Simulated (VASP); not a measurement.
# BaO (Fm-3m) in VASP: single point with PBE

Aim: the single point of BaO with PBE.

Program: VASP 6.6.1. These are calculated values, not measurements. Logs are shortened: lines on timing, memory, paths and dates and some standing lists are left out, and cuts for length are marked.

### Step 1. The cell of the first run

It takes space group Fm-3m (No. 225, cubic). Conventional cell: a = 5.581 Å, b = 5.581 Å, c = 5.581 Å, α = 90.00°, β = 90.00°, γ = 90.00°. Ba (site symmetry m-3m) has 6 O at 2.79 Å within 3.7 Å. Within 3.7 Å of O (site symmetry m-3m) lie 6 Ba at 2.79 Å.

### Step 2. Single point, PBE

Contents of INCAR:

```
SYSTEM = BaO
PREC = Accurate
ENCUT = 1340
EDIFF = 1E-6
ISMEAR = 0
SIGMA = 0.1
LREAL = .FALSE.
LASPH = .TRUE.
NELM = 120
ALGO = Normal
ISIF = 2
LWAVE = .FALSE.
LCHARG = .FALSE.
GGA = PE
NBANDS = 15
GGA_COMPAT = .FALSE.
```

Contents of KPOINTS:

```
regular mesh
0
G
  6 6 6
  0 0 0
```

Contents of POSCAR:

```
BaO
1.0
    0.0000000000      2.7903917100      2.7903917100
    2.7903917100      0.0000000000      2.7903917100
    2.7903917100      2.7903917100      0.0000000000
Ba O
1 1
Direct
    0.0000000000      0.0000000000      0.0000000000
    0.5000000000      0.5000000000      0.5000000000
```

Potentials or basis: VASP PAW PBE potentials, release 64 (Ba_sv, O_h).

Launch:

```console
cat potpaw_PBE.64/Ba_sv/POTCAR potpaw_PBE.64/O_h/POTCAR > POTCAR
mpirun -np 1 vasp_std > vasp.out
```

OUTCAR:

```text
SYSTEM = BaO
   PREC = Accurate
   ENCUT = 1340
   EDIFF = 1E-6
   ISMEAR = 0
   LREAL = .FALSE.
   LASPH = .TRUE.
   NELM = 120
   ISIF = 2
   GGA = PE

 ion  position               nearest neighbor table
   1  0.000  0.000  0.000-   2 2.79   2 2.79   2 2.79   2 2.79   2 2.79   2 2.79
   2  0.500  0.500  0.500-   1 2.79   1 2.79   1 2.79   1 2.79   1 2.79   1 2.79

  LATTYP: Found a face centered cubic cell.
 ALAT       =     5.5807834200

  Lattice vectors:

 A1 = (   0.0000000000,   2.7903917100,   2.7903917100)
 A2 = (   2.7903917100,   0.0000000000,   2.7903917100)
 A3 = (   2.7903917100,   2.7903917100,   0.0000000000)

Analysis of symmetry for initial positions (statically):
=====================================================================
 Subroutine PRICEL returns:
 Original cell was already a primitive cell.

 Routine SETGRP: Setting up the symmetry group for a
 face centered cubic supercell.

 Subroutine GETGRP returns: Found 48 space group operations
 (whereof 48 operations were pure point group operations)
 out of a pool of 48 trial point group operations.

The static configuration has the point symmetry O_h .

Analysis of symmetry for dynamics (positions and initial velocities):
=====================================================================
 Subroutine PRICEL returns:
 Original cell was already a primitive cell.

 Routine SETGRP: Setting up the symmetry group for a
 face centered cubic supercell.

 Subroutine GETGRP returns: Found 48 space group operations
 (whereof 48 operations were pure point group operations)
 out of a pool of 48 trial point group operations.

The dynamic configuration has the point symmetry O_h .

 Subroutine INISYM returns: Found 48 space group operations
 (whereof 48 operations are pure point group operations),
 and found     1 'primitive' translations

----------------------------------------------------------------------------------------

                                     Primitive cell

  volume of cell :      43.4536

  direct lattice vectors                    reciprocal lattice vectors
     0.000000000  2.790391710  2.790391710    -0.179186312  0.179186312  0.179186312
     2.790391710  0.000000000  2.790391710     0.179186312 -0.179186312  0.179186312
     2.790391710  2.790391710  0.000000000     0.179186312  0.179186312 -0.179186312

  length of vectors
     3.946209801  3.946209801  3.946209801     0.310359797  0.310359797  0.310359797

  position of ions in fractional coordinates (direct lattice)
     0.000000000  0.000000000  0.000000000
     0.500000000  0.500000000  0.500000000

  ion indices of the primitive-cell ions
   primitive index   ion index
                 1           1
                 2           2

----------------------------------------------------------------------------------------

 KPOINTS: regular mesh

Automatic generation of k-mesh.
 Grid dimensions read from file:
 generate k-points for:    6    6    6

 Generating k-lattice:

  Cartesian coordinates                     Fractional coordinates (reciprocal lattice)
    -0.029864385  0.029864385  0.029864385     0.166666667  0.000000000  0.000000000
     0.029864385 -0.029864385  0.029864385     0.000000000  0.166666667  0.000000000
     0.029864385  0.029864385 -0.029864385     0.000000000  0.000000000  0.166666667

  Length of vectors
     0.051726633  0.051726633  0.051726633

  Shift w.r.t. Gamma in fractional coordinates (k-lattice)
     0.000000000  0.000000000  0.000000000

 Subroutine IBZKPT returns following result:
 ===========================================

 Found     16 irreducible k-points:

 Following reciprocal coordinates:
            Coordinates               Weight
  0.000000  0.000000  0.000000      1.000000
  0.166667  0.000000  0.000000      8.000000
  0.333333  0.000000  0.000000      8.000000
  0.500000  0.000000  0.000000      4.000000
  0.166667  0.166667  0.000000      6.000000
  0.333333  0.166667  0.000000     24.000000
[... 8 lines left out ...]
 -0.333333  0.333333  0.166667     24.000000
 -0.333333  0.500000  0.166667     12.000000
   k-points           NKPTS =     16   k-points in BZ     NKDIM =     16   number of bands    NBANDS=     15
   number of dos      NEDOS =    301   number of ions     NIONS =      2
   total plane-waves  NPLWV = 110592
   dimension x,y,z NGX =    48 NGY =   48 NGZ =   48
   dimension x,y,z NGXF=    96 NGYF=   96 NGZF=   96
   ions per type =               1   1
   NGX,Y,Z   is equivalent  to a cutoff of  20.22, 20.22, 20.22 a.u.
   NGXF,Y,Z  is equivalent  to a cutoff of  40.44, 40.44, 40.44 a.u.
 SYSTEM =  BaO
   PREC   = accura    normal or accurate (medium, high low for compatibility)
   ISTART =      0    job   : 0-new  1-cont  2-samecut
   ICHARG =      2    charge: 1-file 2-atom 10-const
   ISPIN  =      1    spin polarized calculation?
   LNONCOLLINEAR =      F non collinear calculations
   LSORBIT =      F    spin-orbit coupling
   LASPH  =      T    aspherical Exc in radial PAW
   ENCUT  = 1340.0 eV  98.49 Ry    9.92 a.u.  11.78 11.78 11.78*2*pi/ulx,y,z
   NELM   =    120;   NELMIN=  2; NELMDL= -5     # of ELM steps
   EDIFF  = 0.1E-05   stopping-criterion for ELM
   LREAL  =      F    real-space projection
   EDIFFG = 0.1E-04   stopping-criterion for IOM
   NSW    =      0    number of steps for IOM
   IBRION =     -1    ionic relax: 0-MD 1-quasi-New 2-CG
   NFREE  =      0    steps in history (QN), initial steepest desc. (CG)
   ISIF   =      2    stress and relaxation
   ISYM   =      2    0-nonsym 1-usesym 2-fastsym
   POTIM  = 0.5000    time-step for ionic-motion
   TEBEG  =    0.0;   TEEND  =   0.0 temperature during run
   PSTRESS=    0.0 pullay stress
   NELECT =      16.0000    total number of electrons
   NUPDOWN=      -1.0000    fix difference up-down
   EMIN   =  10.00;   EMAX   =-10.00  energy-range for DOS
   EFERMI =   0.00;   METHOD = LEGACY
   ISMEAR =     0;   SIGMA  =   0.10  broadening in eV -4-tet -1-fermi 0-gaus
   EFERMI_NEDOS =   21; number of points for ismear=-14 and -15
   IALGO  =     38    algorithm
   IMIX   =      4    mixing-type and parameters
     AMIX     =   0.40;   BMIX     =  1.00
     AMIX_MAG =   1.60;   BMIX_MAG =  1.00
  volume/ion in A,a.u.               =      21.73       146.62
  Fermi-wavevector in a.u.,A,eV,Ry     =   1.173383  2.217372 18.732866  1.376827
  Thomas-Fermi vector in A             =   2.309797
   LORBIT       =      0    0 simple, 1 ext, 2 COOP (PROOUT), +10 PAW based schemes
   GGA     = PE    functional components
   LHFCALC =     F    Hartree Fock is set to
   AEXX    =    0.0000 exact exchange contribution
   IVDW    =     0    specifies the selected vdW correction
   LEPSILON=     F    determine dielectric tensor
   LRPA    =     F    only Hartree local field effects (RPA)
 non-spin polarized calculation
 Gauss-broadening in eV      SIGMA  =   0.10
  energy-cutoff  :     1340.00
  volume of cell :       43.45
 maximum number of plane-waves:      4909
   NGX = 23   NGY = 23   NGZ = 23

 number of electron      15.9999999 magnetization

 Free energy of the ion-electron system (eV)
  ---------------------------------------------------
  ext. energy  EPLUGINS =         0.00000000
  ---------------------------------------------------
  free energy    TOTEN  =       -11.81333830 eV

  energy without entropy =      -11.81333830  energy(sigma->0) =      -11.81333830

 E-fermi :   2.3401     XC(G=0):  -9.5173

 val. band max:        1.8977371044   @ k =   0.5000   0.5000   0.0000
 cond. band min:       3.9480073949   @ k =   0.5000   0.5000   0.0000
 fundamental gap:      2.0502702905
 Fermi energy:         2.3401259638

 k-point     1 :       0.0000    0.0000    0.0000
  band No.  band energies     occupation
      1     -24.0137      2.00000
      2     -13.0494      2.00000
      3      -8.5710      2.00000
      4      -8.5710      2.00000
      5      -8.5710      2.00000
      6       1.6133      2.00000
      7       1.6133      2.00000
      8       1.6133      2.00000
      9       5.3532      0.00000
     10       6.5932      0.00000
     11       6.5932      0.00000
     12       6.5932      0.00000
     13       8.8029      0.00000
     14       8.8029      0.00000
     15      11.8570      0.00000

 k-point     2 :       0.1667    0.0000    0.0000
  band No.  band energies     occupation
      1     -23.9574      2.00000
      2     -13.2169      2.00000
      3      -8.6295      2.00000
      4      -8.6008      2.00000
      5      -8.6008      2.00000
      6       1.0826      2.00000
      7       1.2948      2.00000
      8       1.2948      2.00000
      9       6.2716      0.00000
     10       6.5806      0.00000
     11       7.0853      0.00000
     12       7.0853      0.00000
     13       9.4578      0.00000
     14       9.4578      0.00000
     15      13.4122      0.00000

 k-point     3 :       0.3333    0.0000    0.0000
  band No.  band energies     occupation
      1     -23.8410      2.00000
      2     -13.5531      2.00000
      3      -8.7341      2.00000
      4      -8.6583      2.00000
      5      -8.6583      2.00000
      6       0.3105      2.00000
      7       0.7566      2.00000
      8       0.7566      2.00000
      9       6.5195      0.00000
     10       8.2635      0.00000
     11       8.2635      0.00000
     12       8.6784      0.00000
     13      10.9322      0.00000
     14      10.9322      0.00000
     15      15.5537      0.00000

 k-point     4 :       0.5000    0.0000    0.0000
  band No.  band energies     occupation
      1     -23.7808      2.00000
      2     -13.7217      2.00000
      3      -8.7811      2.00000
      4      -8.6862      2.00000
      5      -8.6862      2.00000
      6      -0.0087      2.00000
      7       0.5222      2.00000
      8       0.5222      2.00000
      9       6.8019      0.00000
     10       8.9867      0.00000
     11       8.9867      0.00000
     12       9.9607      0.00000
     13      12.2247      0.00000
     14      12.2247      0.00000
     15      15.2445      0.00000
[... 163 lines left out ...]
 k-point    14 :       0.5000    0.3333    0.1667
  band No.  band energies     occupation
      1     -23.7692      2.00000
      2     -13.4599      2.00000
      3      -9.1948      2.00000
      4      -9.1650      2.00000
      5      -8.7097      2.00000
      6       0.7298      2.00000
      7       0.9438      2.00000
      8       1.5914      2.00000
      9       5.5762      0.00000
     10       7.9145      0.00000
     11       8.9520      0.00000
     12       9.6862      0.00000
     13      11.0272      0.00000
     14      12.7508      0.00000
     15      14.6085      0.00000

 k-point    15 :      -0.3333    0.3333    0.1667
  band No.  band energies     occupation
      1     -23.7308      2.00000
      2     -13.4772      2.00000
      3      -9.3608      2.00000
      4      -9.3549      2.00000
      5      -8.6609      2.00000
      6       0.5618      2.00000
      7       1.3682      2.00000
      8       1.3952      2.00000
      9       6.6375      0.00000
     10       6.8816      0.00000
     11       9.1345      0.00000
     12      10.3424      0.00000
     13      11.6561      0.00000
     14      13.5645      0.00000
     15      14.2233      0.00000

 k-point    16 :      -0.3333    0.5000    0.1667
  band No.  band energies     occupation
      1     -23.7151      2.00000
      2     -13.3396      2.00000
      3      -9.7612      2.00000
      4      -9.3435      2.00000
      5      -8.7610      2.00000
      6       0.9156      2.00000
      7       1.6853      2.00000
      8       1.7880      2.00000
      9       5.2101      0.00000
     10       8.0475      0.00000
     11       8.4655      0.00000
     12      11.2862      0.00000
     13      11.5037      0.00000
     14      13.7808      0.00000
     15      14.0482      0.00000

------------------------ aborting loop because EDIFF is reached ----------------------------------------

  FORCE on cell =-STRESS in cart. coord.  units (eV):
  Direction    XX          YY          ZZ          XY          YZ          ZX
  --------------------------------------------------------------------------------------
  -------------------------------------------------------------------------------------
  Total        0.3283613      0.3283613      0.3283613      0.0000000      0.0000000     -0.0000000
  in kB       12.1070122     12.1070122     12.1070122      0.0000000      0.0000000     -0.0000000
  external PRESSURE =      12.1070122 kB  Pullay stress =       0.0000000 kB

 VOLUME and BASIS-vectors are now :
 -----------------------------------------------------------------------------
  energy-cutoff  :     1340.00
  volume of cell :       43.45
      direct lattice vectors                 reciprocal lattice vectors
     0.000000000  2.790391710  2.790391710    -0.179186312  0.179186312  0.179186312
     2.790391710  0.000000000  2.790391710     0.179186312 -0.179186312  0.179186312
     2.790391710  2.790391710  0.000000000     0.179186312  0.179186312 -0.179186312

 POSITION                                       TOTAL-FORCE (eV/Angst)
 -----------------------------------------------------------------------------------
      0.00000      0.00000      0.00000         0.000000     -0.000000      0.000000
      2.79039      2.79039      2.79039        -0.000000      0.000000     -0.000000
 -----------------------------------------------------------------------------------
    total drift:                               -0.000000     -0.000000     -0.000000

  FREE ENERGIE OF THE ION-ELECTRON SYSTEM (eV)
  ---------------------------------------------------
  free  energy   TOTEN  =       -11.8133383021 eV

  energy  without entropy=      -11.8133383021  energy(sigma->0) =      -11.81333830
```

Run time: 38 s. Hardware: 1 thread of Intel Xeon Platinum 8259CL at 2.50GHz (Skylake/Cascade Lake), shared host; peak memory 0.33 GiB.

What came out:

```yaml
Free_energy: -11.8133 eV
Pressure: 1.2 GPa
Band_gap_on_the_k_mesh: 2.05 eV
```

Levels at points of the mesh, in eV from the valence-band top:
| k point | band 6 | band 7 | band 8 | band 9 | band 10 | band 11 |
| --- | --- | --- | --- | --- | --- | --- |
| (0.00, 0.00, 0.00) | -0.28 | -0.28 | -0.28 | 3.46 | 4.70 | 4.70 |
| (0.50, 0.00, 0.00) | -1.91 | -1.38 | -1.38 | 4.90 | 7.09 | 7.09 |
| (0.50, 0.50, 0.00) | -0.12 | -0.12 | 0.00 | 2.05 | 5.89 | 8.79 |

Caveat: spin-orbit coupling is left out, which moves the levels of the heavy elements.
